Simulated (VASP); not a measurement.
A run of VASP 6.6.1 is set up as follows.

File INCAR:

```
SYSTEM = P
ALGO     = Normal         ! electronic algorithm
EDIFF    = 1E-6           ! SCF threshold, eV
ENCUT    = 520            ! plane-wave cutoff, eV
GGA      = PE             ! functional
ISIF     = 2              ! what is computed and relaxed
ISMEAR   = -1             ! smearing method
LASPH    = .TRUE.         ! aspherical terms in the spheres
LCHARG   = .TRUE.         ! write CHGCAR
LELF     = .TRUE.         ! ELF
LREAL    = .FALSE.        ! projectors in reciprocal space
LVHAR    = .TRUE.       
LWAVE    = .FALSE.        ! write WAVECAR
NBANDS   = 8              ! bands
NELM     = 60             ! most SCF steps
PREC     = Accurate       ! precision mode
SIGMA    = 0.1            ! smearing width, eV
```

KPOINTS

```
k-points
0
G
  16 16 16
  0 0 0
```

The input POSCAR:

```
P
1.0
   -1.5465026640      1.5465026640      1.5465026640
    1.5465026640     -1.5465026640      1.5465026640
    1.5465026640      1.5465026640     -1.5465026640
P
1
Direct
    0.0000000000      0.0000000000      0.0000000000
```

Potentials or basis: VASP PAW PBE potentials, release 64 (P).

Command:

```console
$ cat potpaw_PBE.64/P/POTCAR > POTCAR
$ mpirun -np 1 vasp_std > vasp.out
```

(1) Predict the pressure.

Results:

(1) -3.7 GPa.
